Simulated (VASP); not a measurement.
# CrB2 (P6/mmm) in VASP: notebook

The runs below take CrB2 through single point, with LDA.

Program: VASP 6.6.1. These are calculated values, not measurements. Logs are shortened: lines on timing, memory, paths and dates and some standing lists are left out, and cuts for length are marked.

### Step 1. The cell of the first run

The structure is hexagonal, space group P6/mmm (No. 191). The conventional cell has a = 2.931 Å, b = 2.931 Å, c = 2.834 Å, α = 90.00°, β = 90.00°, γ = 120.00°. Cr (site symmetry 6/mmm) has 12 B at 2.21 Å and 2 Cr at 2.83 Å within 2.9 Å. B (site symmetry -6m2) has 3 B at 1.69 Å and 6 Cr at 2.21 Å within 2.3 Å.

### Step 2. Single point, LDA (volume scaled by 0.98, then relaxed in part)

Contents of INCAR:

```
SYSTEM = CrB2
ALGO = Normal
EDIFF = 1E-6
ENCUT = 520
ISIF = 2
ISMEAR = -1
LASPH = .TRUE.
LCHARG = .FALSE.
LREAL = .FALSE.
LWAVE = .FALSE.
NBANDS = 16
NELM = 60
PREC = Accurate
SIGMA = 0.15
```

Contents of KPOINTS:

```
k-points
0
G
  18 18 14
  0 0 0
```

Contents of POSCAR:

```
CrB2
1.0
    2.9314844570      0.0000000000      0.0000000000
   -1.4657422285      2.5387400106      0.0000000000
    0.0000000000      0.0000000000      2.8338477905
Cr B
1 2
Direct
    0.0000000000      0.0000000000      0.0000000000
    0.3333333333      0.6666666667      0.5000000000
    0.6666666667      0.3333333333      0.5000000000
```

Potentials or basis: VASP PAW LDA potentials, release 64 (Cr_pv, B).

Launch:

```bash
cat potpaw_LDA.64/Cr_pv/POTCAR potpaw_LDA.64/B/POTCAR > POTCAR
mpirun -np 1 vasp_std > vasp.out
```

OUTCAR:

```text
SYSTEM = CrB2
   EDIFF = 1E-6
   ENCUT = 520
   ISIF = 2
   ISMEAR = -1
   LASPH = .TRUE.
   LREAL = .FALSE.
   NELM = 60
   PREC = Accurate

 ion  position               nearest neighbor table
   1  0.000  0.000  0.000-   2 2.21   3 2.21   2 2.21   3 2.21   3 2.21   3 2.21   2 2.21   2 2.21
                             3 2.21   3 2.21   2 2.21   2 2.21
   2  0.333  0.667  0.500-   3 1.69   3 1.69   3 1.69   1 2.21   1 2.21   1 2.21   1 2.21   1 2.21
                             1 2.21
   3  0.667  0.333  0.500-   2 1.69   2 1.69   2 1.69   1 2.21   1 2.21   1 2.21   1 2.21   1 2.21
                             1 2.21

  LATTYP: Found a hexagonal cell.
 ALAT       =     2.9314844570
 C/A-ratio  =     0.9666937799

  Lattice vectors:

 A1 = (   2.9314844570,   0.0000000000,   0.0000000000)
 A2 = (  -1.4657422285,   2.5387400106,   0.0000000000)
 A3 = (   0.0000000000,   0.0000000000,   2.8338477905)

Analysis of symmetry for initial positions (statically):
=====================================================================
 Subroutine PRICEL returns:
 Original cell was already a primitive cell.

 Routine SETGRP: Setting up the symmetry group for a
 hexagonal supercell.

 Subroutine GETGRP returns: Found 24 space group operations
 (whereof 24 operations were pure point group operations)
 out of a pool of 24 trial point group operations.

The static configuration has the point symmetry D_6h.

Analysis of symmetry for dynamics (positions and initial velocities):
=====================================================================
 Subroutine PRICEL returns:
 Original cell was already a primitive cell.

 Routine SETGRP: Setting up the symmetry group for a
 hexagonal supercell.

 Subroutine GETGRP returns: Found 24 space group operations
 (whereof 24 operations were pure point group operations)
 out of a pool of 24 trial point group operations.

The dynamic configuration has the point symmetry D_6h.

 Subroutine INISYM returns: Found 24 space group operations
 (whereof 24 operations are pure point group operations),
 and found     1 'primitive' translations

----------------------------------------------------------------------------------------

                                     Primitive cell

  volume of cell :      21.0903

  direct lattice vectors                    reciprocal lattice vectors
     2.931484457  0.000000000  0.000000000     0.341124101  0.196948092  0.000000000
    -1.465742228  2.538740011  0.000000000     0.000000000  0.393896183  0.000000000
     0.000000000  0.000000000  2.833847791     0.000000000  0.000000000  0.352877103

  length of vectors
     2.931484457  2.931484457  2.833847791     0.393896183  0.393896183  0.352877103

  position of ions in fractional coordinates (direct lattice)
     0.000000000  0.000000000  0.000000000
     0.333333333  0.666666667  0.500000000
     0.666666667  0.333333333  0.500000000

  ion indices of the primitive-cell ions
   primitive index   ion index
                 1           1
                 2           2
                 3           3

----------------------------------------------------------------------------------------

 KPOINTS: k-points

Automatic generation of k-mesh.
 Grid dimensions read from file:
 generate k-points for:   18   18   14

 Generating k-lattice:

  Cartesian coordinates                     Fractional coordinates (reciprocal lattice)
     0.018951339  0.010941561  0.000000000     0.055555556 -0.000000000  0.000000000
     0.000000000  0.021883121  0.000000000     0.000000000  0.055555556  0.000000000
     0.000000000  0.000000000  0.025205507     0.000000000  0.000000000  0.071428571

  Length of vectors
     0.021883121  0.021883121  0.025205507

  Shift w.r.t. Gamma in fractional coordinates (k-lattice)
     0.000000000  0.000000000  0.000000000

 Subroutine IBZKPT returns following result:
 ===========================================

 Found    296 irreducible k-points:

 Following reciprocal coordinates:
            Coordinates               Weight
  0.000000  0.000000  0.000000      1.000000
  0.055556  0.000000  0.000000      6.000000
  0.111111  0.000000  0.000000      6.000000
  0.166667  0.000000  0.000000      6.000000
  0.222222  0.000000  0.000000      6.000000
  0.277778  0.000000  0.000000      6.000000
[... 16 lines left out ...]
  0.333333  0.111111  0.000000     12.000000
  0.388889  0.111111  0.000000     12.000000
 [... further k-points ...]
   k-points           NKPTS =    296   k-points in BZ     NKDIM =    296   number of bands    NBANDS=     16
   number of dos      NEDOS =    301   number of ions     NIONS =      3
   total plane-waves  NPLWV =  13824
   dimension x,y,z NGX =    24 NGY =   24 NGZ =   24
   dimension x,y,z NGXF=    48 NGYF=   48 NGZF=   48
   ions per type =               1   2
   NGX,Y,Z   is equivalent  to a cutoff of  13.61, 13.61, 14.08 a.u.
   NGXF,Y,Z  is equivalent  to a cutoff of  27.22, 27.22, 28.16 a.u.
 SYSTEM =  CrB2
   PREC   = accura    normal or accurate (medium, high low for compatibility)
   ISTART =      0    job   : 0-new  1-cont  2-samecut
   ICHARG =      2    charge: 1-file 2-atom 10-const
   ISPIN  =      1    spin polarized calculation?
   LNONCOLLINEAR =      F non collinear calculations
   LSORBIT =      F    spin-orbit coupling
   LASPH  =      T    aspherical Exc in radial PAW
   ENCUT  =  520.0 eV  38.22 Ry    6.18 a.u.   5.45  5.45  5.27*2*pi/ulx,y,z
   NELM   =     60;   NELMIN=  2; NELMDL= -5     # of ELM steps
   EDIFF  = 0.1E-05   stopping-criterion for ELM
   LREAL  =      F    real-space projection
   EDIFFG = 0.1E-04   stopping-criterion for IOM
   NSW    =      0    number of steps for IOM
   IBRION =     -1    ionic relax: 0-MD 1-quasi-New 2-CG
   NFREE  =      0    steps in history (QN), initial steepest desc. (CG)
   ISIF   =      2    stress and relaxation
   ISYM   =      2    0-nonsym 1-usesym 2-fastsym
   POTIM  = 0.5000    time-step for ionic-motion
   TEBEG  =    0.0;   TEEND  =   0.0 temperature during run
   PSTRESS=    0.0 pullay stress
   NELECT =      18.0000    total number of electrons
   NUPDOWN=      -1.0000    fix difference up-down
   EMIN   =  10.00;   EMAX   =-10.00  energy-range for DOS
   EFERMI =   0.00;   METHOD = LEGACY
   ISMEAR =    -1;   SIGMA  =   0.15  broadening in eV -4-tet -1-fermi 0-gaus
   EFERMI_NEDOS =   21; number of points for ismear=-14 and -15
   IALGO  =     38    algorithm
   IMIX   =      4    mixing-type and parameters
     AMIX     =   0.40;   BMIX     =  1.00
     AMIX_MAG =   1.60;   BMIX_MAG =  1.00
  volume/ion in A,a.u.               =       7.03        47.44
  Fermi-wavevector in a.u.,A,eV,Ry     =   1.552881  2.934520 32.809631  2.411440
  Thomas-Fermi vector in A             =   2.657192
   LORBIT       =      0    0 simple, 1 ext, 2 COOP (PROOUT), +10 PAW based schemes
   GGA     = CA    functional components
   LHFCALC =     F    Hartree Fock is set to
   AEXX    =    0.0000 exact exchange contribution
   IVDW    =     0    specifies the selected vdW correction
   LEPSILON=     F    determine dielectric tensor
   LRPA    =     F    only Hartree local field effects (RPA)
 non-spin polarized calculation
  energy-cutoff  :      520.00
  volume of cell :       21.09
 maximum number of plane-waves:       599
 NGX is ok and might be reduce to    24
   NGX = 11   NGY = 11   NGZ = 11

 number of electron      17.9999998 magnetization

 Free energy of the ion-electron system (eV)
  ---------------------------------------------------
  ext. energy  EPLUGINS =         0.00000000
  ---------------------------------------------------
  free energy    TOTEN  =       -26.78264616 eV

  energy without entropy =      -26.62110731  energy(sigma->0) =      -26.70187673

 E-fermi :  12.0229     XC(G=0): -13.9550

 val. band max:       12.0173221774   @ k =   0.3333   0.2778   0.2857
 cond. band min:      12.0272628375   @ k =   0.3333   0.2222   0.2857
 fundamental gap:      0.0099406601
 Fermi energy:        12.0228975814

 k-point     1 :       0.0000    0.0000    0.0000
  band No.  band energies     occupation
      1     -31.4088      2.00000
      2     -31.1918      2.00000
      3     -31.1918      2.00000
      4      -3.5263      2.00000
      5       7.2575      2.00000
      6       7.2575      2.00000
[... 8 lines left out ...]
     15      17.1399      0.00000
     16      18.8109      0.00000

 k-point     2 :       0.0556    0.0000    0.0000
  band No.  band energies     occupation
      1     -31.4078      2.00000
      2     -31.1986      2.00000
      3     -31.1934      2.00000
      4      -3.4640      2.00000
      5       7.1164      2.00000
      6       7.2638      2.00000
[... 8 lines left out ...]
     15      17.2691      0.00000
     16      18.9734      0.00000

 k-point     3 :       0.1111    0.0000    0.0000
  band No.  band energies     occupation
      1     -31.4049      2.00000
      2     -31.2182      2.00000
      3     -31.1981      2.00000
      4      -3.2787      2.00000
      5       6.7100      2.00000
      6       7.2796      2.00000
[... 8 lines left out ...]
     15      18.3225      0.00000
     16      19.4784      0.00000

 k-point     4 :       0.1667    0.0000    0.0000
  band No.  band energies     occupation
      1     -31.4006      2.00000
      2     -31.2482      2.00000
      3     -31.2053      2.00000
      4      -2.9746      2.00000
      5       6.0911      2.00000
      6       7.2962      2.00000
[... 8 lines left out ...]
     15      19.6017      0.00000
     16      20.3115      0.00000
[... 324 lines left out ...]
 k-point    22 :       0.2778    0.1111    0.0000
  band No.  band energies     occupation
      1     -31.3828      2.00000
      2     -31.3587      2.00000
      3     -31.2452      2.00000
      4      -1.2569      2.00000
      5       3.6538      2.00000
      6       6.1452      2.00000
[... 8 lines left out ...]
     15      20.2409      0.00000
     16      21.2785      0.00000

 k-point    23 :       0.3333    0.1111    0.0000
  band No.  band energies     occupation
      1     -31.3840      2.00000
      2     -31.3787      2.00000
      3     -31.2542      2.00000
      4      -0.5656      2.00000
      5       2.7774      2.00000
      6       5.9480      2.00000
[... 8 lines left out ...]
     15      20.4124      0.00000
     16      21.0473      0.00000

 k-point    24 :       0.3889    0.1111    0.0000
  band No.  band energies     occupation
      1     -31.4004      2.00000
      2     -31.3761      2.00000
      3     -31.2601      2.00000
      4       0.1928      2.00000
      5       1.8996      2.00000
      6       5.8247      2.00000
[... 8 lines left out ...]
     15      20.5254      0.00000
     16      20.8545      0.00000

 [... further k-points ...]
[... 5 lines left out ...]
  --------------------------------------------------------------------------------------
  -------------------------------------------------------------------------------------
  Total        0.9535858      0.9535858      0.9196968      0.0000000      0.0000000     -0.0000000
  in kB       72.4416002     72.4416002     69.8671339      0.0000000      0.0000000     -0.0000000
  external PRESSURE =      71.5834448 kB  Pullay stress =       0.0000000 kB

 VOLUME and BASIS-vectors are now :
 -----------------------------------------------------------------------------
  energy-cutoff  :      520.00
  volume of cell :       21.09
      direct lattice vectors                 reciprocal lattice vectors
     2.931484457  0.000000000  0.000000000     0.341124101  0.196948092  0.000000000
    -1.465742228  2.538740011  0.000000000     0.000000000  0.393896183  0.000000000
     0.000000000  0.000000000  2.833847791     0.000000000  0.000000000  0.352877103

 POSITION                                       TOTAL-FORCE (eV/Angst)
 -----------------------------------------------------------------------------------
      0.00000      0.00000      0.00000        -0.000000      0.000000      0.000000
     -0.00000      1.69249      1.41692        -0.000000      0.000000      0.000000
      1.46574      0.84625      1.41692         0.000000     -0.000000      0.000000
 -----------------------------------------------------------------------------------
    total drift:                               -0.000000      0.000000      0.000000

  FREE ENERGIE OF THE ION-ELECTRON SYSTEM (eV)
  ---------------------------------------------------
  free  energy   TOTEN  =       -26.7826461555 eV

  energy  without entropy=      -26.6211073114  energy(sigma->0) =      -26.70187673
```

Run time: 63 s. Hardware: 1 thread of Intel Xeon Platinum 8259CL at 2.50GHz (Skylake/Cascade Lake), shared host; peak memory 0.21 GiB.

What came out:

| Quantity | Value |
| --- | --- |
| Free energy | -26.7826 eV |
| Pressure | 7.2 GPa |
| Band gap on the k mesh | zero (band 9 reaches 12.57 eV, above the bottom of band 10 at 10.51 eV) |

Caveat: the cell differs from its parent crystal (volume scaled by 0.98, then relaxed in part). Spin polarisation is off, so any magnetic state and its effect on volume and gap are missing.

### Step 3. Single point, LDA

This run uses another cell than the first one, of 7.17 Å³/atom, 1.020 times its volume.

Contents of INCAR:

```
PREC = Accurate
ENCUT = 520
EDIFF = 1E-6
ISMEAR = -1
SIGMA = 0.15
LREAL = False
LASPH = True
NELM = 100
ALGO = Normal
ISIF = 2
LWAVE = False
LCHARG = True
GGA = CA
LELF = True
LVHAR = True
NBANDS = 16
```

Contents of KPOINTS:

```
Automatic mesh
0
Gamma
  18 18 14
```

Contents of POSCAR:

```
CrB2
1.0
    2.9461135853      0.0000000000      0.0000000000
   -1.4730567926      2.5514092073      0.0000000000
    0.0000000000      0.0000000000      2.8630350355
Cr B
1 2
Direct
    0.0000000000      0.0000000000      0.0000000000
    0.3333333333      0.6666666667      0.5000000000
    0.6666666667      0.3333333333      0.5000000000
```

Potentials or basis: VASP PAW LDA potentials, release 64 (Cr_pv, B).

Launch:

```bash
cat potpaw_LDA.64/Cr_pv/POTCAR potpaw_LDA.64/B/POTCAR > POTCAR
mpirun -np 1 vasp_std > vasp.out
```

Wall time 60 s (1 thread of Intel Xeon Platinum 8259CL at 2.50GHz (Skylake/Cascade Lake), shared host); peak memory 0.21 GiB.

The run converged. Its results:

```
Free energy            : -26.7931 eV
Pressure               : 0.5 GPa
Band gap on the k mesh : zero (band 9 reaches 12.25 eV, above the bottom of band 10 at 10.27 eV)
```

Stress tensor (GPa, compression positive):
```
0.56 0.00 0.00
0.00 0.56 0.00
0.00 0.00 0.32
```

Levels at points of the mesh, in eV from the Fermi level:
```
           k point  band 6  band 7  band 8  band 9  band 10  band 11  band 12  band 13
(0.00, 0.00, 0.00)   -4.62   -3.78   -2.24   -0.33    -0.33     2.70     2.70     4.74
(0.50, 0.00, 0.00)   -4.71   -4.08   -4.04   -0.71     0.14     0.72     3.84     5.12
(0.00, 0.00, 0.50)   -2.59   -2.59   -1.62   -1.62    -1.45    -1.45     0.41     5.12
(0.50, 0.00, 0.50)   -6.42   -5.57   -4.96    0.39     0.55     2.95     3.10     3.90
```

Spin polarisation is off, so any magnetic state and its effect on volume and gap are missing.

### Step 4. Single point, LDA (volume scaled by 1.02, then relaxed in part)

Contents of INCAR:

```
PREC     = Accurate       # precision mode
ENCUT    = 520            # plane-wave cutoff, eV
EDIFF    = 1E-6           # SCF threshold, eV
ISMEAR   = -1             # smearing method
SIGMA    = 0.15           # smearing width, eV
LREAL    = False          # projectors in reciprocal space
LASPH    = True           # aspherical terms in the spheres
NELM     = 80             # most SCF steps
ALGO     = Normal         # electronic algorithm
ISIF     = 2              # what is computed and relaxed
LWAVE    = False          # write WAVECAR
LCHARG   = False          # write CHGCAR
GGA      = CA             # functional
NBANDS   = 16             # bands
```

KPOINTS is that of step 3.

Contents of POSCAR:

```
CrB2
1.0
    2.9602080952      0.0000000000      0.0000000000
   -1.4801040476      2.5636154110      0.0000000000
    0.0000000000      0.0000000000      2.8925529914
Cr B
1 2
Direct
    0.0000000000      0.0000000000      0.0000000000
    0.3333333333      0.6666666667      0.5000000000
    0.6666666667      0.3333333333      0.5000000000
```

Launch:

```bash
cat potpaw_LDA.64/Cr_pv/POTCAR potpaw_LDA.64/B/POTCAR > POTCAR
mpirun -np 1 vasp_std > vasp.out
```

Wall time 53 s (1 thread of Intel Xeon Platinum 8259CL at 2.50GHz (Skylake/Cascade Lake), shared host); peak memory 0.21 GiB.

Results (log left out):

| Quantity | Value |
| --- | --- |
| Free energy | -26.7866 eV |
| Pressure | -5.4 GPa |
| Band gap on the k mesh | zero (band 9 reaches 11.94 eV, above the bottom of band 10 at 10.04 eV) |

Stress tensor (GPa, compression positive):
```
-5.30  0.00  0.00
 0.00 -5.30  0.00
 0.00  0.00 -5.56
```

Levels at points of the mesh, in eV from the Fermi level:
```
           k point  band 5  band 6  band 7  band 8  band 9  band 10  band 11  band 12  band 13  band 14
(0.00, 0.00, 0.00)   -4.47   -4.47   -3.67   -2.27   -0.32    -0.32     2.62     2.62     4.75     4.75
(0.50, 0.00, 0.00)  -10.73   -4.61   -3.98   -3.96   -0.69     0.16     0.73     3.76     5.12     6.18
(0.00, 0.00, 0.50)   -9.46   -2.48   -2.48   -1.56   -1.56    -1.39    -1.39     0.35     5.12     5.82
(0.50, 0.00, 0.50)   -8.60   -6.27   -5.44   -4.87    0.39     0.52     2.84     3.01     3.80     5.13
```

Caveat: the cell differs from its parent crystal (volume scaled by 1.02, then relaxed in part). Spin polarisation is off, so any magnetic state and its effect on volume and gap are missing.

### Step 5. Summary

| cell | gap on the mesh (eV) | pressure (GPa) |
| --- | --- | --- |
| a = 2.931, b = 2.931, c = 2.834 Å, angles 90.0, 90.0, 120.0°, 3 atoms | none | 7.2 |
| a = 2.946, b = 2.946, c = 2.863 Å, angles 90.0, 90.0, 120.0°, 3 atoms | none | 0.5 |
| a = 2.960, b = 2.960, c = 2.893 Å, angles 90.0, 90.0, 120.0°, 3 atoms | none | -5.4 |

Alike in all rows: task single point; level LDA; potentials or basis VASP PAW LDA potentials, release 64 (Cr_pv, B); no spin polarisation; k mesh 18 × 18 × 14; cutoff (eV) 520; smearing fermi-dirac 0.15 eV.

Absolute energies hang on the potentials; compare differences alone.
